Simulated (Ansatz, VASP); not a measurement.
**Tl: VASP beside Ansatz**

INCAR

```
SYSTEM = Tl
  PREC = Accurate
  ENCUT = 520
  EDIFF = 1E-6
  ISMEAR = 1
  SIGMA = 0.6
  LREAL = .FALSE.
  LASPH = .TRUE.
  NELM = 60
  ALGO = Normal
  ISIF = 2
  LWAVE = .FALSE.
  LCHARG = .FALSE.
  NBANDS = 20
```

Contents of KPOINTS:

```
Automatic mesh
0
G
  11 11 6
  0 0 0
```

Contents of POSCAR:

```
Tl
1.0
    3.4014029632      0.0000000000      0.0000000000
   -1.7007014816      2.9457013746      0.0000000000
    0.0000000000      0.0000000000      5.4430041633
Tl
2
Direct
    0.3333333333      0.6666666667      0.2500000000
    0.6666666667      0.3333333333      0.7500000000
```

Input for Ansatz:

```yaml
crystal:
  lattice:
    - [3.4014029632, 0.0, 0.0]
    - [-1.7007014816, 2.9457013746, 0.0]
    - [0.0, 0.0, 5.4430041633]
  atoms:
    - { symbol: Tl, position: [0.3333333333, 0.6666666667, 0.25] }
    - { symbol: Tl, position: [0.6666666667, 0.3333333333, 0.75] }
hamiltonian:
  xc: lda
  pseudopotentials:
    kind: paw
    azcp:
      Tl: "pseudopotentials/Tl.paw.azcp"
basis:
  ecutwfc: 420
  fft_grid_basis: typed
kpoints:
  mp_grid: { grid: [11, 11, 6], shift: [0, 0, 0] }
magnetization:
  spin_polarized: false
scf:
  occupations: { method: methfessel_paxton, width: 0.6 }
  lower_state_search: "off"
output:
  stress: true
```

Alike in both runs: task single point; functional LDA; k mesh 11 × 11 × 6; occupations methfessel-paxton of order 1, width 0.6 eV; no spin polarisation.

|  | VASP | Ansatz |
| --- | --- | --- |
| version | VASP 6.6.1 | Ansatz 0.2.0 |
| potentials or method | VASP PAW LDA potentials, release 64 (Tl_d), cutoff 520 eV | plane waves (420 eV) with PAW, scalar-relativistic |
| valence electrons in the cell | 26 | 26 |

```tsv
	VASP	Ansatz	Ansatz less VASP
pressure (GPa)	0.0	-0.1	-0.10
traceless stress, the component that is largest in VASP (GPa)	-0.08	-0.11	-0.031
```

Ansatz warns that its potentials were made for another functional, while VASP's fit it. LDA's correlation is that of Perdew and Zunger in VASP and of Perdew and Wang (1992) in Ansatz.

Neither program's run includes spin-orbit coupling.
